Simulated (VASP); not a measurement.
Si, 2 atoms in the cell. It takes space group P6_3/mmc (No. 194, hexagonal). Conventional cell: a = 2.679 Å, b = 2.679 Å, c = 4.485 Å, α = 90.00°, β = 90.00°, γ = 120.00°. Within 3.5 Å of Si (site symmetry -6m2) lie 12 Si at 2.68 to 2.72 Å. This isn't the form of Si at room conditions, which is diamond. This cell differs from its parent crystal: strain +0.015 along x and y, -0.015 along z.

| Item | Value |
| --- | --- |
| Program | VASP 6.6.1 |
| Task | single point |
| Functional | r2SCAN |
| Potentials or basis | VASP PAW PBE potentials, release 64 (Si) |
| Cutoff | 520 eV |
| k mesh | 24 × 24 × 14 |
| Occupations | gaussian, width 0.15 eV |
| Spin | no spin polarisation |
| Dipole correction | no |
| Further INCAR settings | ALGO = Normal; EDIFF = 1e-06; NBANDS = 11 |

Potentials or basis: VASP PAW PBE potentials, release 64 (Si).

Command:

```sh
$ cat potpaw_PBE.64/Si/POTCAR > POTCAR
$ cp INCAR.step1 INCAR
$ mpirun -np 1 vasp_std > vasp.out
$ cp INCAR.step2 INCAR
$ mpirun -np 1 vasp_std > vasp.out
```

Hardware: 1 thread of AMD EPYC 7R13, on a shared host.

Problem. How long does it take, and how much memory?

Solution. Wall time 13 min on 1 thread of AMD EPYC 7R13, with other jobs on the host, peak memory 0.2 GiB. Counts: k points 488.
